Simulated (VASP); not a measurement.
A run of VASP 6.6.1 is set up as follows.

File INCAR:

```
PREC = Accurate ; ENCUT = 520
EDIFF = 1E-6 ; ISMEAR = 0
SIGMA = 0.15 ; LREAL = F
LASPH = T ; NELM = 100
ALGO = Normal ; ISIF = 2
LWAVE = F ; LCHARG = F
NBANDS = 14
```

Contents of KPOINTS:

```
Automatic mesh
0
Gamma
  22 22 22
```

Contents of POSCAR:

```
Rh
1.0
    0.0000000000      2.0560850355      1.3975209987
    2.0560850355      0.0000000000      1.3975209987
    2.0560850355      2.0560850355      0.0000000000
Rh
1
Direct
    0.0000000000      0.0000000000      0.0000000000
```

Potentials or basis: VASP PAW LDA potentials, release 64 (Rh_pv).

Command:

```bash
$ cat potpaw_LDA.64/Rh_pv/POTCAR > POTCAR
$ mpirun -np 1 vasp_std > vasp.out
```

(1) Estimate the pressure.

(2) Estimate the band gap on the k mesh.

Results:

(1) 58.5 GPa.

(2) zero (an odd number of electrons rules out a gap without spin polarisation).

Caveat: the stress differs along the axes, from 46 to 65 GPa.
